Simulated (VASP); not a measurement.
Write the native input for VASP 6.6.1 that does the following.

```yaml
Task: single point
Functional: LDA
Potentials_or_basis: VASP PAW LDA potentials, release 64 (Mg, S)
Cutoff: 600 eV
k_mesh: 8 × 8 × 8
Occupations: gaussian, width 0.05 eV
Spin: no spin polarisation
Dipole_correction: no
Further_INCAR_settings: ALGO = Normal; EDIFF = 1e-06; NBANDS = 11
```

The structure of MgS lies in POSCAR:

```
MgS
1.0
    0.0000000000      2.5647221030      2.5647221030
    2.5647221030      0.0000000000      2.5647221030
    2.5647221030      2.5647221030      0.0000000000
Mg S
1 1
Direct
    0.0000000000      0.0000000000      0.0000000000
    0.5000000000      0.5000000000      0.5000000000
```

The input as run:

INCAR

```
SYSTEM = MgS
ALGO     = Normal         ! electronic algorithm
EDIFF    = 1E-6           ! SCF threshold, eV
ENCUT    = 600            ! plane-wave cutoff, eV
GGA      = CA             ! functional
GGA_COMPAT= .False.      
ISIF     = 2              ! what is computed and relaxed
ISMEAR   = 0              ! smearing method
LASPH    = .True.         ! aspherical terms in the spheres
LCHARG   = .True.         ! write CHGCAR
LELF     = .True.         ! ELF
LREAL    = .False.        ! projectors in reciprocal space
LVHAR    = .True.       
LWAVE    = .False.        ! write WAVECAR
NBANDS   = 11             ! bands
NELM     = 120            ! most SCF steps
PREC     = Accurate       ! precision mode
SIGMA    = 0.05           ! smearing width, eV
```

KPOINTS

```
k-points
0
Gamma
  8 8 8
  0 0 0
```

Potentials or basis: VASP PAW LDA potentials, release 64 (Mg, S).

Command:

```console
$ cat potpaw_LDA.64/Mg/POTCAR potpaw_LDA.64/S/POTCAR > POTCAR
$ mpirun -np 1 vasp_std > vasp.out
```

It gave:

| Item | Value |
| --- | --- |
| Pressure | -0.6 GPa |
| Band gap on the k mesh | 2.65 eV, indirect (least direct gap 3.84 eV) |

Wall time 26 s on 1 thread of Intel Xeon 8259CL, on a shared host, peak memory 0.15 GiB.
